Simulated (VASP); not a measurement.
# Y2WC3 (P6/mmm) in VASP: further runs

The runs below take Y2WC3 through single point, relaxation of cell and atoms, with PBE.

All numbers are computed with VASP 6.6.1; they aren't measurements. Logs are shortened: lines on timing, memory, paths and dates and some standing lists are left out, and cuts for length are marked.

## Step 1: The cell of the first run

The structure is hexagonal, space group P6/mmm (No. 191). The conventional cell has a = 5.452 Å, b = 5.452 Å, c = 4.109 Å, α = 90.00°, β = 90.00°, γ = 120.00°. Within 3.4 Å of Y (site symmetry -6m2) lie 6 C at 2.59 Å and 3 Y at 3.15 Å and 3 W at 3.15 Å. Within 4.2 Å of W (site symmetry 6/mmm) lie 6 Y at 3.15 Å and 12 C at 3.41 Å and 2 W at 4.11 Å. Within 3.5 Å of C (site symmetry mmm) lie 4 Y at 2.59 Å and 4 C at 2.73 Å and 4 W at 3.41 Å.

The cell was generated, and may not be a known phase.

## Step 2: Single point, PBE

File INCAR:

```
PREC     = Accurate       # precision mode
ENCUT    = 520            # plane-wave cutoff, eV
EDIFF    = 1E-7           # SCF threshold, eV
ISMEAR   = 0              # smearing method
SIGMA    = 0.1            # smearing width, eV
LREAL    = F              # projectors in reciprocal space
LASPH    = T              # aspherical terms in the spheres
NELM     = 100            # most SCF steps
ALGO     = Normal         # electronic algorithm
ISIF     = 2              # what is computed and relaxed
LWAVE    = F              # write WAVECAR
LCHARG   = F              # write CHGCAR
GGA      = PE             # functional
NBANDS   = 33             # bands
```

File KPOINTS:

```
Automatic mesh
0
Gamma
  6 6 4
```

File POSCAR:

```
Y2WC3
1.0
    5.4523371900      0.0000000000      0.0000000000
   -2.7261686000      4.7218625200      0.0000000000
    0.0000000000      0.0000000000      4.1088723600
Y W C
2 1 3
Direct
    0.6666666700      0.3333333300      0.0000000000
    0.3333333300      0.6666666700      0.0000000000
    0.0000000000      0.0000000000      0.0000000000
    0.5000000000      0.0000000000      0.5000000000
    0.5000000000      0.5000000000      0.5000000000
    0.0000000000      0.5000000000      0.5000000000
```

Potentials or basis: VASP PAW PBE potentials, release 64 (Y_sv, W_sv, C).

The run is started by

```sh
> cat potpaw_PBE.64/Y_sv/POTCAR potpaw_PBE.64/W_sv/POTCAR potpaw_PBE.64/C/POTCAR > POTCAR
> mpirun -np 1 vasp_std > vasp.out
```

OUTCAR:

```text
PREC = Accurate
   ENCUT = 520
   EDIFF = 1E-7
   ISMEAR = 0
   LREAL = F
   LASPH = T
   NELM = 100
   ISIF = 2
   GGA = PE

 ion  position               nearest neighbor table
   1  0.667  0.333  0.000-   6 2.59   6 2.59   4 2.59   4 2.59   5 2.59   5 2.59   2 3.15   3 3.15
                             2 3.15   3 3.15   3 3.15   2 3.15
   2  0.333  0.667  0.000-   6 2.59   6 2.59   4 2.59   4 2.59   5 2.59   5 2.59   1 3.15   3 3.15
                             1 3.15   3 3.15   3 3.15   1 3.15
   3  0.000  0.000  0.000-   1 3.15   2 3.15   1 3.15   2 3.15   1 3.15   2 3.15
   4  0.500  0.000  0.500-   1 2.59   2 2.59   1 2.59   2 2.59
   5  0.500  0.500  0.500-   1 2.59   2 2.59   1 2.59   2 2.59
   6  0.000  0.500  0.500-   1 2.59   2 2.59   1 2.59   2 2.59

  LATTYP: Found a hexagonal cell.
 ALAT       =     5.4523371900
 C/A-ratio  =     0.7535983592

  Lattice vectors:

 A1 = (   5.4523371900,   0.0000000000,   0.0000000000)
 A2 = (  -2.7261686000,   4.7218625200,   0.0000000000)
 A3 = (   0.0000000000,   0.0000000000,   4.1088723600)

Analysis of symmetry for initial positions (statically):
=====================================================================
 Subroutine PRICEL returns:
 Original cell was already a primitive cell.

 Routine SETGRP: Setting up the symmetry group for a
 hexagonal supercell.

 Subroutine GETGRP returns: Found 24 space group operations
 (whereof 24 operations were pure point group operations)
 out of a pool of 24 trial point group operations.

The static configuration has the point symmetry D_6h.

Analysis of symmetry for dynamics (positions and initial velocities):
=====================================================================
 Subroutine PRICEL returns:
 Original cell was already a primitive cell.

 Routine SETGRP: Setting up the symmetry group for a
 hexagonal supercell.

 Subroutine GETGRP returns: Found 24 space group operations
 (whereof 24 operations were pure point group operations)
 out of a pool of 24 trial point group operations.

The dynamic configuration has the point symmetry D_6h.

 Subroutine INISYM returns: Found 24 space group operations
 (whereof 24 operations are pure point group operations),
 and found     1 'primitive' translations

----------------------------------------------------------------------------------------

                                     Primitive cell

  volume of cell :     105.7837

  direct lattice vectors                    reciprocal lattice vectors
     5.452337190  0.000000000  0.000000000     0.183407586  0.105890419  0.000000000
    -2.726168600  4.721862520  0.000000000     0.000000000  0.211780838  0.000000000
     0.000000000  0.000000000  4.108872360     0.000000000  0.000000000  0.243375776

  length of vectors
     5.452337190  5.452337195  4.108872360     0.211780838  0.211780838  0.243375776

  position of ions in fractional coordinates (direct lattice)
     0.666666670  0.333333330  0.000000000
     0.333333330  0.666666670  0.000000000
     0.000000000  0.000000000  0.000000000
     0.500000000  0.000000000  0.500000000
     0.500000000  0.500000000  0.500000000
     1.000000000  0.500000000  0.500000000

  ion indices of the primitive-cell ions
   primitive index   ion index
                 1           1
                 2           2
                 3           3
                 4           4
                 5           5
                 6           6

----------------------------------------------------------------------------------------

 KPOINTS: Automatic mesh

Automatic generation of k-mesh.
 Grid dimensions read from file:
 generate k-points for:    6    6    4

 Generating k-lattice:

  Cartesian coordinates                     Fractional coordinates (reciprocal lattice)
     0.030567931  0.017648403  0.000000000     0.166666667 -0.000000000  0.000000000
     0.000000000  0.035296806  0.000000000     0.000000000  0.166666667  0.000000000
     0.000000000  0.000000000  0.060843944     0.000000000  0.000000000  0.250000000

  Length of vectors
     0.035296806  0.035296806  0.060843944

  Shift w.r.t. Gamma in fractional coordinates (k-lattice)
     0.000000000  0.000000000  0.000000000

 Subroutine IBZKPT returns following result:
 ===========================================

 Found     21 irreducible k-points:

 Following reciprocal coordinates:
            Coordinates               Weight
  0.000000  0.000000  0.000000      1.000000
  0.166667  0.000000  0.000000      6.000000
  0.333333 -0.000000  0.000000      6.000000
  0.500000  0.000000  0.000000      3.000000
  0.166667  0.166667  0.000000      6.000000
  0.333333  0.166667  0.000000     12.000000
[... 13 lines left out ...]
  0.333333  0.166667  0.500000     12.000000
  0.333333  0.333333  0.500000      2.000000
   k-points           NKPTS =     21   k-points in BZ     NKDIM =     21   number of bands    NBANDS=     33
   number of dos      NEDOS =    301   number of ions     NIONS =      6
   total plane-waves  NPLWV =  56448
   dimension x,y,z NGX =    42 NGY =   42 NGZ =   32
   dimension x,y,z NGXF=    84 NGYF=   84 NGZF=   64
   ions per type =               2   1   3
   NGX,Y,Z   is equivalent  to a cutoff of  12.81, 12.81, 12.95 a.u.
   NGXF,Y,Z  is equivalent  to a cutoff of  25.61, 25.61, 25.89 a.u.
 SYSTEM =  unknown system
   PREC   = accura    normal or accurate (medium, high low for compatibility)
   ISTART =      0    job   : 0-new  1-cont  2-samecut
   ICHARG =      2    charge: 1-file 2-atom 10-const
   ISPIN  =      1    spin polarized calculation?
   LNONCOLLINEAR =      F non collinear calculations
   LSORBIT =      F    spin-orbit coupling
   LASPH  =      T    aspherical Exc in radial PAW
   ENCUT  =  520.0 eV  38.22 Ry    6.18 a.u.  10.14 10.14  7.64*2*pi/ulx,y,z
   NELM   =    100;   NELMIN=  2; NELMDL= -5     # of ELM steps
   EDIFF  = 0.1E-06   stopping-criterion for ELM
   LREAL  =      F    real-space projection
   EDIFFG = 0.1E-05   stopping-criterion for IOM
   NSW    =      0    number of steps for IOM
   IBRION =     -1    ionic relax: 0-MD 1-quasi-New 2-CG
   NFREE  =      0    steps in history (QN), initial steepest desc. (CG)
   ISIF   =      2    stress and relaxation
   ISYM   =      2    0-nonsym 1-usesym 2-fastsym
   POTIM  = 0.5000    time-step for ionic-motion
   TEBEG  =    0.0;   TEEND  =   0.0 temperature during run
   PSTRESS=    0.0 pullay stress
   NELECT =      48.0000    total number of electrons
   NUPDOWN=      -1.0000    fix difference up-down
   EMIN   =  10.00;   EMAX   =-10.00  energy-range for DOS
   EFERMI =   0.00;   METHOD = LEGACY
   ISMEAR =     0;   SIGMA  =   0.10  broadening in eV -4-tet -1-fermi 0-gaus
   EFERMI_NEDOS =   21; number of points for ismear=-14 and -15
   IALGO  =     38    algorithm
   IMIX   =      4    mixing-type and parameters
     AMIX     =   0.40;   BMIX     =  1.00
     AMIX_MAG =   1.60;   BMIX_MAG =  1.00
  volume/ion in A,a.u.               =      17.63       118.98
  Fermi-wavevector in a.u.,A,eV,Ry     =   1.258005  2.377285 21.532259  1.582576
  Thomas-Fermi vector in A             =   2.391636
   LORBIT       =      0    0 simple, 1 ext, 2 COOP (PROOUT), +10 PAW based schemes
   GGA     = PE    functional components
   LHFCALC =     F    Hartree Fock is set to
   AEXX    =    0.0000 exact exchange contribution
   IVDW    =     0    specifies the selected vdW correction
   LEPSILON=     F    determine dielectric tensor
   LRPA    =     F    only Hartree local field effects (RPA)
 non-spin polarized calculation
 Gauss-broadening in eV      SIGMA  =   0.10
  energy-cutoff  :      520.00
  volume of cell :      105.78
 maximum number of plane-waves:      2880
 NGX is ok and might be reduce to    42
   NGX = 21   NGY = 21   NGZ = 15

 number of electron      47.9999999 magnetization

 Free energy of the ion-electron system (eV)
  ---------------------------------------------------
  ext. energy  EPLUGINS =         0.00000000
  ---------------------------------------------------
  free energy    TOTEN  =       -41.37174020 eV

  energy without entropy =      -41.35084607  energy(sigma->0) =      -41.36129313

 E-fermi :   3.8793     XC(G=0): -10.7000

 val. band max:        3.8699416601   @ k =   0.0000   0.0000   0.0000
 cond. band min:       3.8949763047   @ k =   0.1667   0.1667   0.0000
 fundamental gap:      0.0250346446
 Fermi energy:         3.8793235405

 k-point     1 :       0.0000    0.0000    0.0000
  band No.  band energies     occupation
      1     -70.4352      2.00000
      2     -37.2758      2.00000
      3     -37.1162      2.00000
      4     -34.8206      2.00000
      5     -34.4422      2.00000
      6     -34.4422      2.00000
[... 25 lines left out ...]
     32       7.5593      0.00000
     33       8.1192      0.00000

 k-point     2 :       0.1667    0.0000    0.0000
  band No.  band energies     occupation
      1     -70.4352      2.00000
      2     -37.2673      2.00000
      3     -37.1258      2.00000
      4     -34.8206      2.00000
      5     -34.4423      2.00000
      6     -34.4410      2.00000
[... 25 lines left out ...]
     32       7.6611      0.00000
     33       7.7197      0.00000

 k-point     3 :       0.3333   -0.0000    0.0000
  band No.  band energies     occupation
      1     -70.4352      2.00000
      2     -37.2448      2.00000
      3     -37.1506      2.00000
      4     -34.8206      2.00000
      5     -34.4424      2.00000
      6     -34.4384      2.00000
[... 25 lines left out ...]
     32       7.4753      0.00000
     33       7.8065      0.00000

 k-point     4 :       0.5000    0.0000    0.0000
  band No.  band energies     occupation
      1     -70.4352      2.00000
      2     -37.2265      2.00000
      3     -37.1701      2.00000
      4     -34.8205      2.00000
      5     -34.4425      2.00000
      6     -34.4370      2.00000
[... 25 lines left out ...]
     32       7.3217      0.00000
     33       8.4449      0.00000

 k-point     5 :       0.1667    0.1667    0.0000
  band No.  band energies     occupation
      1     -70.4352      2.00000
      2     -37.2514      2.00000
      3     -37.1434      2.00000
      4     -34.8206      2.00000
      5     -34.4420      2.00000
      6     -34.4394      2.00000
[... 496 lines left out ...]
 k-point    19 :       0.1667    0.1667    0.5000
  band No.  band energies     occupation
      1     -70.4351      2.00000
      2     -37.2458      2.00000
      3     -37.1384      2.00000
      4     -34.8282      2.00000
      5     -34.4414      2.00000
      6     -34.4388      2.00000
[... 25 lines left out ...]
     32       6.3511      0.00000
     33       8.5057      0.00000

 k-point    20 :       0.3333    0.1667    0.5000
  band No.  band energies     occupation
      1     -70.4351      2.00000
      2     -37.2204      2.00000
      3     -37.1655      2.00000
      4     -34.8282      2.00000
      5     -34.4409      2.00000
      6     -34.4374      2.00000
[... 25 lines left out ...]
     32       6.6797      0.00000
     33       8.3501      0.00000

 k-point    21 :       0.3333    0.3333    0.5000
  band No.  band energies     occupation
      1     -70.4351      2.00000
      2     -37.1933      2.00000
      3     -37.1933      2.00000
      4     -34.8282      2.00000
      5     -34.4388      2.00000
      6     -34.4388      2.00000
[... 25 lines left out ...]
     32       7.1738      0.00000
     33       8.5058      0.00000

------------------------ aborting loop because EDIFF is reached ----------------------------------------

  FORCE on cell =-STRESS in cart. coord.  units (eV):
  Direction    XX          YY          ZZ          XY          YZ          ZX
  --------------------------------------------------------------------------------------
  -------------------------------------------------------------------------------------
  Total       -3.2138708     -3.2138708    -14.6145329      0.0000000     -0.0000000      0.0000000
  in kB      -48.6766071    -48.6766071   -221.3486241      0.0000001     -0.0000000      0.0000000
  external PRESSURE =    -106.2339461 kB  Pullay stress =       0.0000000 kB

 VOLUME and BASIS-vectors are now :
 -----------------------------------------------------------------------------
  energy-cutoff  :      520.00
  volume of cell :      105.78
      direct lattice vectors                 reciprocal lattice vectors
     5.452337190  0.000000000  0.000000000     0.183407586  0.105890419  0.000000000
    -2.726168600  4.721862520  0.000000000     0.000000000  0.211780838  0.000000000
     0.000000000  0.000000000  4.108872360     0.000000000  0.000000000  0.243375776

 POSITION                                       TOTAL-FORCE (eV/Angst)
 -----------------------------------------------------------------------------------
      2.72617      1.57395      0.00000        -0.000000      0.000000      0.000000
     -0.00000      3.14791      0.00000         0.000000     -0.000000      0.000000
      0.00000      0.00000      0.00000        -0.000000      0.000000      0.000000
      2.72617      0.00000      2.05444        -0.000000      0.000000      0.000000
      1.36308      2.36093      2.05444        -0.000000      0.000000      0.000000
     -1.36308      2.36093      2.05444        -0.000000      0.000000      0.000000
 -----------------------------------------------------------------------------------
    total drift:                                0.000000     -0.000000     -0.000000

  FREE ENERGIE OF THE ION-ELECTRON SYSTEM (eV)
  ---------------------------------------------------
  free  energy   TOTEN  =       -41.3717402010 eV

  energy  without entropy=      -41.3508460657  energy(sigma->0) =      -41.36129313
```

Run time: 1.7 min. Hardware: 1 thread of Intel Xeon Platinum 8259CL at 2.50GHz (Skylake/Cascade Lake), shared host; peak memory 0.27 GiB.

Results:

- Free energy: -41.3717 eV
- Pressure: -10.6 GPa
- Band gap on the k mesh: zero (bands 24 and 25 overlap by 1.05 eV)

Stress tensor (GPa, compression positive):
```
 -4.87   0.00   0.00
  0.00  -4.87   0.00
  0.00   0.00 -22.13
```

Caveat: the k points lie up to 0.38 Å⁻¹ apart, too coarse for converged energies and pressures of a metal; spin-orbit coupling is left out, which moves the levels of the heavy elements.

(Continued in part 2 of 2.)

The gap in the log of VASP goes by the Fermi energy; the results here count the filled bands.